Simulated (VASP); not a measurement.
Wanted: the native input for a VASP 6.6.1 run.

```yaml
Task: single point
Functional: PBE
Potentials_or_basis: VASP PAW PBE potentials, release 64 (Sb, Li_sv)
Cutoff: 520 eV
k_mesh: 6 × 6 × 6
Occupations: fermi-dirac, width 0.05 eV
Spin: no spin polarisation
Dipole_correction: no
Further_INCAR_settings: ALGO = Normal; EDIFF = 1e-07; NBANDS = 17
```

The structure of LiSb3 lies in POSCAR:

```
LiSb3
1.0
    4.6177562042      0.0000000000      0.0000000000
    0.0000000000      4.6177562042      0.0000000000
    0.0000000000      0.0000000000      4.6177562042
Sb Li
3 1
Direct
    0.5000000000      0.5000000000      0.0000000000
    0.0000000000      0.5000000000      0.5000000000
    0.5000000000      0.0000000000      0.5000000000
    0.0000000000      0.0000000000      0.0000000000
```

The input as run:

INCAR

```
ALGO     = Normal         # electronic algorithm
EDIFF    = 1E-7           # SCF threshold, eV
ENCUT    = 520            # plane-wave cutoff, eV
GGA      = PE             # functional
ISIF     = 2              # what is computed and relaxed
ISMEAR   = -1             # smearing method
LASPH    = True           # aspherical terms in the spheres
LCHARG   = False          # write CHGCAR
LREAL    = False          # projectors in reciprocal space
LWAVE    = False          # write WAVECAR
NBANDS   = 17             # bands
NELM     = 60             # most SCF steps
PREC     = Accurate       # precision mode
SIGMA    = 0.05           # smearing width, eV
```

KPOINTS

```
k-points
0
Gamma
  6 6 6
```

Potentials or basis: VASP PAW PBE potentials, release 64 (Sb, Li_sv).

The run is started by

```console
$ cat potpaw_PBE.64/Sb/POTCAR potpaw_PBE.64/Li_sv/POTCAR > POTCAR
$ mpirun -np 1 vasp_std > vasp.out
```

It gave:

```yaml
Band_gap_on_the_k_mesh: zero (band 9 reaches 8.88 eV, above the bottom of band 10 at 6.28 eV)
```

Caveat: spin-orbit coupling is left out, which moves the levels of the heavy elements.

Run time: 16 s on 1 thread of Intel(R) Xeon(R) Platinum 8488C (Sapphire Rapids), on a shared host, peak memory 0.2 GiB.
